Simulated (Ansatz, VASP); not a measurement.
# NaCl in VASP and in Ansatz

POSCAR

```
NaCl
1.0
    0.0000000000      2.8027319616      2.8027319616
    2.8027319616      0.0000000000      2.8027319616
    2.8027319616      2.8027319616      0.0000000000
Na Cl
1 1
Direct
    0.0000000000      0.0000000000      0.0000000000
    0.5000000000      0.5000000000      0.5000000000
```

File INCAR.step1:

```
ALGO = Normal ; EDIFF = 1E-5
ENCUT = 550 ; GGA = PE
GGA_COMPAT = False ; ISMEAR = -1
LASPH = True ; LCHARG = False
LREAL = False ; LWAVE = True
NBANDS = 14 ; NELM = 120
PREC = Accurate ; SIGMA = 0.5
```

Contents of INCAR.step2:

```
ALGO = Normal ; EDIFF = 1E-6
ENCUT = 550 ; GGA_COMPAT = False
ISIF = 2 ; ISMEAR = -1
ISTART = 1 ; LASPH = True
LCHARG = True ; LELF = True
LMIXTAU = True ; LREAL = False
LVHAR = True ; LWAVE = False
METAGGA = R2SCAN ; NBANDS = 14
NELM = 120 ; PREC = Accurate
SIGMA = 0.5
```

File KPOINTS:

```
k-points
0
Gamma
  6 6 6
```

Input for Ansatz:

```yaml
crystal:
  lattice:
    - [0.0, 2.8027319616, 2.8027319616]
    - [2.8027319616, 0.0, 2.8027319616]
    - [2.8027319616, 2.8027319616, 0.0]
  atoms:
    - { symbol: Na, position: [0.0, 0.0, 0.0] }
    - { symbol: Cl, position: [0.5, 0.5, 0.5] }
kpoints:
  mp_grid: { grid: [6, 6, 6] }
hamiltonian:
  xc: r2scan
scf:
  occupations: { method: fermi_dirac, width: 0.5 }
  n_extra_bands: 4
output:
  forces: true
  stress: true
  eigenvalues: true
```

Alike in both runs: task single point; functional r2SCAN; k mesh 6 × 6 × 6; occupations fermi-dirac, width 0.5 eV; no spin polarisation.

|  | VASP | Ansatz |
| --- | --- | --- |
| version | VASP 6.6.1 | Ansatz 0.2.0 |
| potentials or method | VASP PAW PBE potentials, release 64 (Na_pv, Cl) | plane waves |
| plane-wave cutoff (eV) | 550 | 500 |
| valence electrons in the cell | 14 | 16 |

Ansatz gave:

- pressure (GPa): 0.0

Question: What did VASP give for the same quantities?

Answer: Pressure (GPa): -0.1.

VASP's potentials were made for PBE, not for r2SCAN. VASP's potentials hold 14 valence electrons a cell and Ansatz's 16, so a difference there can come from the potentials and not from the codes.
